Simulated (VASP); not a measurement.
Input of a VASP 6.6.1 run:

The input POSCAR:

```
BaS
1.0
    0.0000000000      3.5028705356      3.5480831883
    3.5028705356      0.0000000000      3.5480831883
    3.5028705356      3.5028705356      0.0000000000
Ba S
1 1
Direct
    0.0000000000      0.0000000000      0.0000000000
    0.2500000000      0.2500000000      0.2500000000
```

Contents of INCAR.step1:

```
PREC     = Accurate       # precision mode
ENCUT    = 520            # plane-wave cutoff, eV
EDIFF    = 1E-5           # SCF threshold, eV
ISMEAR   = 0              # smearing method
SIGMA    = 0.01           # smearing width, eV
LREAL    = False          # projectors in reciprocal space
LASPH    = True           # aspherical terms in the spheres
NELM     = 80             # most SCF steps
ALGO     = Normal         # electronic algorithm
ISIF     = 2              # what is computed and relaxed
LWAVE    = True           # write WAVECAR
LCHARG   = False          # write CHGCAR
GGA      = PE             # functional
NBANDS   = 15             # bands
```

Contents of INCAR.step2:

```
PREC     = Accurate       # precision mode
ENCUT    = 520            # plane-wave cutoff, eV
EDIFF    = 1E-6           # SCF threshold, eV
ISMEAR   = 0              # smearing method
SIGMA    = 0.01           # smearing width, eV
LREAL    = False          # projectors in reciprocal space
LASPH    = True           # aspherical terms in the spheres
NELM     = 80             # most SCF steps
ALGO     = Normal         # electronic algorithm
ISIF     = 2              # what is computed and relaxed
LWAVE    = False          # write WAVECAR
LCHARG   = False          # write CHGCAR
GGA      = PE             # functional
LHFCALC  = True           # exact exchange
HFSCREEN = 0.2079         # screening, 1/A
PRECFOCK = Normal       
ISTART   = 1            
NBANDS   = 15             # bands
```

Contents of KPOINTS:

```
Automatic mesh
0
Gamma
  4 4 4
```

Potentials or basis: VASP PAW PBE potentials, release 64 (Ba_sv, S).

Run with:

```bash
$ cat potpaw_PBE.64/Ba_sv/POTCAR potpaw_PBE.64/S/POTCAR > POTCAR
$ cp INCAR.step1 INCAR
$ mpirun -np 1 vasp_std > vasp.out
$ cp INCAR.step2 INCAR
$ mpirun -np 1 vasp_std > vasp.out
```

Task: Predict the pressure.

Result: 0.2 GPa.

Task: What does it give for the band gap on the k mesh?

Result: 3.64 eV (least direct gap 4.33 eV).

Caveat: the cell differs from its parent crystal (epitaxial xy strain -0.5%); the structure was generated, so it needn't be the stable form of BaS; the PAW data sets were made with another functional, which shifts forces and pressure a little; spin-orbit coupling is left out, which moves the levels of the heavy elements. A k mesh can miss the band edges.
